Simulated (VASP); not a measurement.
A run of VASP 6.6.1 is set up as follows.

The input INCAR:

```
SYSTEM = Co4F
ALGO = Normal
EDIFF = 1E-7
ENCUT = 520
GGA = PE
ISIF = 2
ISMEAR = 0
ISPIN = 2
LASPH = .True.
LCHARG = .False.
LMAXMIX = 4
LORBIT = 11
LREAL = .False.
LWAVE = .False.
MAGMOM = 2.19 2.19 2.19 2.19 0.18
NBANDS = 34
NELM = 150
PREC = Accurate
SIGMA = 0.1
```

KPOINTS

```
k-points
0
Gamma
  10 10 10
  0 0 0
```

File POSCAR:

```
Co4F
1.0
   -2.5313226984      2.5313226984      2.5313226984
    2.5313226984     -2.5313226984      2.5313226984
    2.5313226984      2.5313226984     -2.5313226984
Co F
4 1
Direct
    0.0000000000      0.0000000000      0.5000000000
    0.5000000000      0.0000000000      0.0000000000
    0.5000000000      0.5000000000      0.5000000000
    0.0000000000      0.5000000000      0.0000000000
    0.0000000000      0.0000000000      0.0000000000
```

Potentials or basis: VASP PAW PBE potentials, release 64 (Co, F).

The run is started by

```bash
$ cat potpaw_PBE.64/Co/POTCAR potpaw_PBE.64/F/POTCAR > POTCAR
$ mpirun -np 1 vasp_std > vasp.out
```

**Question.** What does it give for the pressure?

**Answer.** -0.5 GPa.

**Question.** What does it give for the site moments?

**Answer.** Co +1.97; F +0.14 μB.
